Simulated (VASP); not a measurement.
A run of VASP 6.6.1:

Contents of INCAR:

```
  PREC = Accurate
  ENCUT = 520
  EDIFF = 1E-6
  ISMEAR = 0
  SIGMA = 0.1
  LREAL = F
  LASPH = T
  NELM = 100
  ALGO = Normal
  ISIF = 2
  LWAVE = F
  LCHARG = F
  GGA = PE
  NBANDS = 14
```

Contents of KPOINTS:

```
Automatic mesh
0
Gamma
  18 18 10
```

The input POSCAR:

```
TiAl
1.0
    2.8680077209      0.0000000000      0.0000000000
   -1.4340038604      2.4837675445      0.0000000000
    0.0000000000      0.0000000000      4.2582718316
Ti Al
1 1
Direct
    0.0000000000      0.0000000000      0.0000000000
    0.3333333300      0.6666666700      0.5000000000
```

Potentials or basis: VASP PAW PBE potentials, release 64 (Ti_sv, Al).

Run with:

```sh
$ cat potpaw_PBE.64/Ti_sv/POTCAR potpaw_PBE.64/Al/POTCAR > POTCAR
$ mpirun -np 1 vasp_std > vasp.out
```

Hardware: 1 thread of Intel(R) Xeon(R) 6975P-C (Granite Rapids), on a shared host.

**Question.** Estimate the wall time of this run.

**Answer.** Wall time 32 s on 1 thread of Intel(R) Xeon(R) 6975P-C (Granite Rapids) (shared host), peak memory 0.23 GiB. Counts: scf iterations 15, k points 222.
